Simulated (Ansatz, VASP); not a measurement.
## One calculation of TiCo2, two programs

Contents of INCAR:

```
PREC     = Accurate       # precision mode
ENCUT    = 520            # plane-wave cutoff, eV
EDIFF    = 1E-6           # SCF threshold, eV
ISMEAR   = -1             # smearing method
SIGMA    = 0.1            # smearing width, eV
LREAL    = False          # projectors in reciprocal space
LASPH    = True           # aspherical terms in the spheres
NELM     = 150            # most SCF steps
ALGO     = Normal         # electronic algorithm
ISIF     = 2              # what is computed and relaxed
LWAVE    = False          # write WAVECAR
LCHARG   = False          # write CHGCAR
ISPIN    = 2              # spin polarisation
MAGMOM   = -0.31 -0.31 0.82 0.82 0.82 0.82 # initial moments
LORBIT   = 11             # projections on sites
LMAXMIX  = 4              # l up to which the mixer works
GGA      = PS             # functional
NBANDS   = 43             # bands
```

Contents of KPOINTS:

```
regular mesh
0
Gamma
  10 10 10
```

POSCAR

```
TiCo2
1.0
    0.0000000000      3.3520000000      3.3520000000
    3.3520000000      0.0000000000      3.3520000000
    3.3520000000      3.3520000000      0.0000000000
Ti Co
2 4
Direct
    0.5000000000      0.5000000000      0.5000000000
    0.7500000000      0.7500000000      0.7500000000
    0.1250000000      0.1250000000      0.1250000000
    0.6250000000      0.1250000000      0.1250000000
    0.1250000000      0.1250000000      0.6250000000
    0.1250000000      0.6250000000      0.1250000000
```

Input for Ansatz:

```yaml
crystal:
  lattice:
    - [0.0, 3.352, 3.352]
    - [3.352, 0.0, 3.352]
    - [3.352, 3.352, 0.0]
  atoms:
    - { symbol: Ti, position: [0.5, 0.5, 0.5], spin: -0.31 }
    - { symbol: Ti, position: [0.75, 0.75, 0.75], spin: -0.31 }
    - { symbol: Co, position: [0.125, 0.125, 0.125], spin: 0.82 }
    - { symbol: Co, position: [0.625, 0.125, 0.125], spin: 0.82 }
    - { symbol: Co, position: [0.125, 0.125, 0.625], spin: 0.82 }
    - { symbol: Co, position: [0.125, 0.625, 0.125], spin: 0.82 }
basis:
  ecutwfc: 420
kpoints:
  mp_grid: { grid: [10, 10, 10] }
hamiltonian:
  xc: pbesol
scf:
  occupations: { method: fermi_dirac, width: 0.1 }
output:
  forces: true
  stress: true
  eigenvalues: true
  populations: true
magnetization:
  spin_polarized: true
```

Alike in both runs: task single point; functional PBEsol; k mesh 10 × 10 × 10; occupations fermi-dirac, width 0.1 eV; collinear spin.

|  | VASP | Ansatz |
| --- | --- | --- |
| version | VASP 6.6.1 | Ansatz 0.2.0 |
| potentials or method | VASP PAW PBE potentials, release 64 (Ti_sv, Co), cutoff 520 eV | scalar-relativistic, plane waves, PAW |
| valence electrons in the cell | 60 | 92 |

```tsv
	VASP	Ansatz	Ansatz less VASP
gap on the k mesh at the Fermi level (eV)	none	none	-
pressure (GPa)	-12.4	-11.8	+0.66
net moment per atom (μB)	0.28	0.31	+0.035
size of the moment on the site where the two differ most (μB)	0.57	0.65	+0.076
```

VASP's potentials were made for PBE, not for PBEsol. Site moments also hang on the region over which each program counts them. A gap of «none» marks a metal or a gap that the smearing closes. VASP's potentials hold 60 valence electrons a cell and Ansatz's 92, so a difference there can come from the potentials and not from the codes.
